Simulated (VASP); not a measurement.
# Cu3AgIr2Pd4Pt2 (P1) in VASP: relaxation of cell and atoms with PBE

Aim: the relaxation of cell and atoms of Cu3AgIr2Pd4Pt2 with PBE.

All numbers are computed with VASP 6.6.1; they aren't measurements. Logs are shortened: lines on timing, memory, paths and dates and some standing lists are left out, and cuts for length are marked.

## (1) The cell of the first run

The typed cell holds 12 atoms: a = 5.504 Å, b = 5.479 Å, c = 6.686 Å, α = 89.90°, β = 90.23°, γ = 119.50°.

## (2) Relaxation of cell and atoms, PBE

File INCAR:

```
PREC = Accurate
ENCUT = 600
EDIFF = 1E-7
ISMEAR = 0
SIGMA = 0.1
LREAL = F
LASPH = T
NELM = 120
ALGO = Normal
ISIF = 3
LWAVE = F
LCHARG = F
GGA = PE
IBRION = 2
NSW = 45
EDIFFG = -0.04
ISYM = 0
GGA_COMPAT = F
NELMIN = 4
```

File KPOINTS:

```
regular mesh
0
Gamma
  4 4 3
```

File POSCAR:

```
Cu3AgIr2Pd4Pt2
1.0
   -3.8977373603     -3.8854267526      0.0317537772
   -0.0164032138      3.8700761892      3.8784825988
   -3.8499341774      3.8693773468     -3.8613805427
Cu Pd Ag Ir Pt
3 4 1 2 2
Direct
    0.0066266587      0.0105666042      0.0027818979
    0.4910710229      0.4941252116      0.0020772695
    0.3330373683      0.6690755627      0.6658064122
    0.6584518608      0.3247126819      0.3286796703
    0.0069348473      0.4961519150      0.0038670008
    0.6608101552      0.8266860075      0.3231678986
    0.1664746605      0.8295806030      0.3307157954
    0.8329903961      0.6747735883      0.6760982694
    0.3358644227      0.1782379852      0.6638499295
    0.1608434313      0.3237973073      0.3462464015
    0.4932236127      0.9979535182      0.9870994480
    0.8337025363      0.1715038043      0.6669054144
```

Potentials or basis: VASP PAW PBE potentials, release 64 (Cu, Pd, Ag, Ir, Pt).

Run with:

```console
$ cat potpaw_PBE.64/Cu/POTCAR potpaw_PBE.64/Pd/POTCAR potpaw_PBE.64/Ag/POTCAR potpaw_PBE.64/Ir/POTCAR potpaw_PBE.64/Pt/POTCAR > POTCAR
$ mpirun -np 1 vasp_std > vasp.out
```

OUTCAR:

```text
PREC = Accurate
   ENCUT = 600
   EDIFF = 1E-7
   ISMEAR = 0
   LREAL = F
   LASPH = T
   NELM = 120
   ISIF = 3
   GGA = PE
   IBRION = 2
   NSW = 45
   EDIFFG = -0.04
   ISYM = 0
   NELMIN = 4

 ion  position               nearest neighbor table
   1  0.007  0.011  0.003-   5 2.66   2 2.68   8 2.71   6 2.71  11 2.72   7 2.72  10 2.74  12 2.74
                             9 2.77  11 2.79   5 2.82
   2  0.491  0.494  0.002-   6 2.67   5 2.67   1 2.68   4 2.70   9 2.72  11 2.73   8 2.73   3 2.74
                            11 2.76  10 2.80   5 2.83
   3  0.333  0.669  0.666-  11 2.66  10 2.70   9 2.70   7 2.72   8 2.74   2 2.74   5 2.75  12 2.76
                             8 2.77  12 2.77   9 2.78   6 2.78
   4  0.658  0.325  0.329-   2 2.70   9 2.73   7 2.73   6 2.74  10 2.74  12 2.74   5 2.74   6 2.74
                            11 2.76  10 2.77   7 2.80   8 2.86
   5  0.007  0.496  0.004-   1 2.66   2 2.67   7 2.70  12 2.73  11 2.74   4 2.74   8 2.75   3 2.75
                            10 2.76  11 2.80   1 2.82   2 2.83
   6  0.661  0.827  0.323-   2 2.67   1 2.71   7 2.73   4 2.74   4 2.74  11 2.76  10 2.76   7 2.78
                            10 2.78   3 2.78   8 2.81  12 2.83
   7  0.166  0.830  0.331-   5 2.70   1 2.72   3 2.72  10 2.73   6 2.73   4 2.73  10 2.76   6 2.78
                             9 2.78  11 2.78   4 2.80   8 2.81
   8  0.833  0.675  0.676-   1 2.71  12 2.72   2 2.73   3 2.74   9 2.75   5 2.75  12 2.76   3 2.77
                             9 2.79   6 2.81   7 2.81   4 2.86
   9  0.336  0.178  0.664-  10 2.61  11 2.69   3 2.70   2 2.72   4 2.73  12 2.75   8 2.75  12 2.76
                             1 2.77   7 2.78   3 2.78   8 2.79
  10  0.161  0.324  0.346-   9 2.61  12 2.66   3 2.70   7 2.73   1 2.74   4 2.74   7 2.76   5 2.76
                             6 2.76   4 2.77   6 2.78   2 2.80
  11  0.493  0.998  0.987-   3 2.66   9 2.69  12 2.70   1 2.72   2 2.73   5 2.74   2 2.76   6 2.76
                             4 2.76   7 2.78   1 2.79   5 2.80
  12  0.834  0.172  0.667-  10 2.66  11 2.70   8 2.72   5 2.73   4 2.74   1 2.74   9 2.75   3 2.76
                             9 2.76   8 2.76   3 2.77   6 2.83

IMPORTANT INFORMATION: All symmetrisations will be switched off!
NOSYMM: (Re-)initialisation of all symmetry stuff for point group C_1.

----------------------------------------------------------------------------------------

                                     Primitive cell

  volume of cell :     175.4757

  direct lattice vectors                    reciprocal lattice vectors
    -3.897737360 -3.885426753  0.031753777    -0.170685426 -0.085454791  0.084547694
    -0.016403214  3.870076189  3.878482599    -0.084799442  0.086467212  0.171194353
    -3.849934177  3.869377347 -3.861380543    -0.086578638  0.086147444 -0.086326890

  length of vectors
     5.503626612  5.479086242  6.686129966     0.208768648  0.209702242  0.149564617

  position of ions in fractional coordinates (direct lattice)
     0.006626659  0.010566604  0.002781898
     0.491071023  0.494125212  0.002077269
     0.333037368  0.669075563  0.665806412
     0.658451861  0.324712682  0.328679670
     0.006934847  0.496151915  0.003867001
     0.660810155  0.826686008  0.323167899
     0.166474661  0.829580603  0.330715795
     0.832990396  0.674773588  0.676098269
     0.335864423  0.178237985  0.663849930
     0.160843431  0.323797307  0.346246401
     0.493223613  0.997953518  0.987099448
     0.833702536  0.171503804  0.666905414

  ion indices of the primitive-cell ions
   primitive index   ion index
                 1           1
                 2           2
                 3           3
                 4           4
                 5           5
                 6           6
                 7           7
                 8           8
                 9           9
                10          10
                11          11
                12          12

----------------------------------------------------------------------------------------

 KPOINTS: regular mesh

Automatic generation of k-mesh.
 Grid dimensions read from file:
 generate k-points for:    4    4    3

 Generating k-lattice:

  Cartesian coordinates                     Fractional coordinates (reciprocal lattice)
    -0.042671356 -0.021363698  0.021136924     0.250000000  0.000000000  0.000000000
    -0.021199860  0.021616803  0.042798588     0.000000000  0.250000000  0.000000000
    -0.028859546  0.028715815 -0.028775630    -0.000000000  0.000000000  0.333333333

  Length of vectors
     0.052192162  0.052425561  0.049854872

  Shift w.r.t. Gamma in fractional coordinates (k-lattice)
     0.000000000  0.000000000  0.000000000

 Subroutine IBZKPT returns following result:
 ===========================================

 Found     26 irreducible k-points:

 Following reciprocal coordinates:
            Coordinates               Weight
  0.000000  0.000000  0.000000      1.000000
  0.250000  0.000000  0.000000      2.000000
  0.500000  0.000000  0.000000      1.000000
  0.000000  0.250000  0.000000      2.000000
  0.250000  0.250000  0.000000      2.000000
  0.500000  0.250000  0.000000      2.000000
[... 16 lines left out ...]
 -0.000000 -0.250000  0.333333      2.000000
  0.250000 -0.250000  0.333333      2.000000
 [... further k-points ...]
   k-points           NKPTS =     26   k-points in BZ     NKDIM =     26   number of bands    NBANDS=     73
   number of dos      NEDOS =    301   number of ions     NIONS =     12
   total plane-waves  NPLWV = 124416
   dimension x,y,z NGX =    48 NGY =   48 NGZ =   54
   dimension x,y,z NGXF=    96 NGYF=   96 NGZF=  108
   ions per type =               3   4   1   2   2
   NGX,Y,Z   is equivalent  to a cutoff of  14.50, 14.56, 13.43 a.u.
   NGXF,Y,Z  is equivalent  to a cutoff of  29.00, 29.13, 26.85 a.u.
 SYSTEM =  unknown system
   PREC   = accura    normal or accurate (medium, high low for compatibility)
   ISTART =      0    job   : 0-new  1-cont  2-samecut
   ICHARG =      2    charge: 1-file 2-atom 10-const
   ISPIN  =      1    spin polarized calculation?
   LNONCOLLINEAR =      F non collinear calculations
   LSORBIT =      F    spin-orbit coupling
   LASPH  =      T    aspherical Exc in radial PAW
   ENCUT  =  600.0 eV  44.10 Ry    6.64 a.u.  10.99 10.94 13.35*2*pi/ulx,y,z
   NELM   =    120;   NELMIN=  4; NELMDL= -5     # of ELM steps
   EDIFF  = 0.1E-06   stopping-criterion for ELM
   LREAL  =      F    real-space projection
   EDIFFG = -.4E-01   stopping-criterion for IOM
   NSW    =     45    number of steps for IOM
   IBRION =      2    ionic relax: 0-MD 1-quasi-New 2-CG
   NFREE  =      1    steps in history (QN), initial steepest desc. (CG)
   ISIF   =      3    stress and relaxation
   ISYM   =      0    0-nonsym 1-usesym 2-fastsym
   POTIM  = 0.5000    time-step for ionic-motion
   TEBEG  =    0.0;   TEEND  =   0.0 temperature during run
   PSTRESS=    0.0 pullay stress
   NELECT =     122.0000    total number of electrons
   NUPDOWN=      -1.0000    fix difference up-down
   EMIN   =  10.00;   EMAX   =-10.00  energy-range for DOS
   EFERMI =   0.00;   METHOD = LEGACY
   ISMEAR =     0;   SIGMA  =   0.10  broadening in eV -4-tet -1-fermi 0-gaus
   EFERMI_NEDOS =   21; number of points for ismear=-14 and -15
   IALGO  =     38    algorithm
   IMIX   =      4    mixing-type and parameters
     AMIX     =   0.40;   BMIX     =  1.00
     AMIX_MAG =   1.60;   BMIX_MAG =  1.00
  volume/ion in A,a.u.               =      14.62        98.68
  Fermi-wavevector in a.u.,A,eV,Ry     =   1.450293  2.740656 28.617812  2.103350
  Thomas-Fermi vector in A             =   2.567922
   LORBIT       =      0    0 simple, 1 ext, 2 COOP (PROOUT), +10 PAW based schemes
   GGA     = PE    functional components
   LHFCALC =     F    Hartree Fock is set to
   AEXX    =    0.0000 exact exchange contribution
   IVDW    =     0    specifies the selected vdW correction
   LEPSILON=     F    determine dielectric tensor
   LRPA    =     F    only Hartree local field effects (RPA)
 conjugate gradient relaxation of ions
 non-spin polarized calculation
 Gauss-broadening in eV      SIGMA  =   0.10
  energy-cutoff  :      600.00
  volume of cell :      175.48
 maximum number of plane-waves:      5874
 NGX is ok and might be reduce to    48
   NGX = 21   NGY = 21   NGZ = 27

--------------------------------------- Ionic step        1  -------------------------------------------

 number of electron     122.0000005 magnetization

 Free energy of the ion-electron system (eV)
  ---------------------------------------------------
  ext. energy  EPLUGINS =         0.00000000
  ---------------------------------------------------
  free energy    TOTEN  =       -64.15219709 eV

  energy without entropy =      -64.08925035  energy(sigma->0) =      -64.12072372

------------------------ aborting loop because EDIFF is reached ----------------------------------------

  FORCE on cell =-STRESS in cart. coord.  units (eV):
  Direction    XX          YY          ZZ          XY          YZ          ZX
  --------------------------------------------------------------------------------------
  -------------------------------------------------------------------------------------
  Total        0.4898934      0.3771080      1.0129065     -0.3147831      0.6178811     -0.5764971
  in kB        4.4729608      3.4431762      9.2483206     -2.8741205      5.6415497     -5.2636941
  external PRESSURE =       5.7214858 kB  Pullay stress =       0.0000000 kB
[... 307 lines left out ...]
  energy  without entropy=      -64.1107013680  energy(sigma->0) =      -64.14036252

--------------------------------------- Ionic step        8  -------------------------------------------

 number of electron     122.0000001 magnetization

 Free energy of the ion-electron system (eV)
  ---------------------------------------------------
  ext. energy  EPLUGINS =         0.00000000
  ---------------------------------------------------
  free energy    TOTEN  =       -64.17039009 eV

  energy without entropy =      -64.11117541  energy(sigma->0) =      -64.14078275

 E-fermi :   8.8092     XC(G=0): -12.9600

 val. band max:        8.8083285666   @ k =   0.0000   0.2500   0.0000
 cond. band min:       8.8136551948   @ k =   0.0000   0.0000   0.0000
 fundamental gap:      0.0053266282
 Fermi energy:         8.8091767634

 k-point     1 :       0.0000    0.0000    0.0000
  band No.  band energies     occupation
      1       0.2186      2.00000
      2       2.4659      2.00000
      3       2.6881      2.00000
      4       2.8888      2.00000
      5       2.9806      2.00000
      6       3.0195      2.00000
[... 1813 lines left out ...]
     72      14.0930      0.00000
     73      15.3731      0.00000

 [... further k-points ...]

------------------------ aborting loop because EDIFF is reached ----------------------------------------

  FORCE on cell =-STRESS in cart. coord.  units (eV):
  Direction    XX          YY          ZZ          XY          YZ          ZX
  --------------------------------------------------------------------------------------
  -------------------------------------------------------------------------------------
  Total       -0.0075710      0.0040810     -0.0462903      0.0069144      0.0343438     -0.0312386
  in kB       -0.0688080      0.0370893     -0.4207043      0.0628406      0.3121296     -0.2839087
  external PRESSURE =      -0.1508077 kB  Pullay stress =       0.0000000 kB
[... 27 lines left out ...]
  FREE ENERGIE OF THE ION-ELECTRON SYSTEM (eV)
  ---------------------------------------------------
  free  energy   TOTEN  =       -64.1703900910 eV

  energy  without entropy=      -64.1111754074  energy(sigma->0) =      -64.14078275

 reached required accuracy - stopping structural energy minimisation
```

Wall time 47 min (1 thread of Intel Xeon 6975P-C (Granite Rapids), shared host); peak memory 0.66 GiB.

Results:

```
Free energy                           : -64.1704 eV
Relaxed volume                        : 14.69 Å³/atom
Relaxed cell                          : a = 5.488 Å, b = 5.500 Å, c = 6.690 Å, α = 90.11°, β = 90.26°, γ = 119.20°
Space group after relaxing (to 0.1 Å) : P1 (No. 1)
Energy gained by relaxing             : 1.5 meV/atom
Ionic steps                           : 8
Pressure after relaxing               : 0.0 GPa
Largest force after relaxing          : 0.023 eV/Å
Band gap on the k mesh                : zero (bands 61 and 62 overlap by 0.50 eV)
```

Forces on the atoms (eV/Å):
```
Cu  -0.015 -0.003  0.008
Cu   0.008 -0.017 -0.014
Cu   0.010  0.006  0.002
Pd   0.002  0.011 -0.004
Pd   0.011  0.005 -0.005
Pd  -0.007 -0.010 -0.004
Pd  -0.014  0.014 -0.004
Ag   0.004 -0.004  0.008
Ir  -0.006  0.001  0.001
Ir   0.007  0.003  0.015
Pt  -0.005 -0.011 -0.011
Pt   0.006  0.005  0.008
```

The path:
```tsv
step	energy change (eV)	largest force (eV/Å)	pressure (GPa)	volume (Å³)
1	0.0000	0.3746	0.57	175.48
2	-0.0121	0.1443	-0.72	176.80
3	-0.0121	0.1483	-0.68	176.78
4	-0.0145	0.1114	0.61	175.73
5	-0.0155	0.0591	0.16	176.09
6	-0.0173	0.0428	0.07	176.17
7	-0.0178	0.0425	0.01	176.25
8	-0.0182	0.0234	-0.02	176.29
```

Final structure:
```
CELL_PARAMETERS angstrom
-3.88802 -3.87360 0.03582
-0.03080 3.86892 3.90922
-3.84531 3.86652 -3.87577
ATOMIC_POSITIONS crystal
Cu 0.00909 0.01192 0.00303
Cu 0.48934 0.49156 0.00116
Cu 0.33341 0.66994 0.66742
Pd 0.65858 0.32530 0.32812
Pd 0.00665 0.49584 0.00491
Pd 0.66102 0.82588 0.32007
Pd 0.16710 0.82921 0.32895
Ag 0.83296 0.67557 0.67734
Ir 0.33485 0.17822 0.66228
Ir 0.16075 0.32478 0.35154
Pt 0.49423 0.99768 0.98488
Pt 0.83205 0.17126 0.66758
```

Levels at points of the mesh, in eV from the Fermi level:
```csv
k point,band 59,band 60,band 61,band 62,band 63,band 64
"(0.00, 0.00, 0.00)",0.15,0.37,0.39,0.50,0.79,1.84
"(0.50, 0.00, 0.00)",-0.51,-0.42,-0.10,0.17,0.64,0.82
"(0.00, 0.50, 0.00)",-0.46,-0.24,0.01,0.19,0.59,0.97
"(0.50, 0.50, 0.00)",-0.27,-0.25,-0.20,0.25,0.64,0.83
```

Caveat: spin-orbit coupling is left out, which moves the levels of the heavy elements.
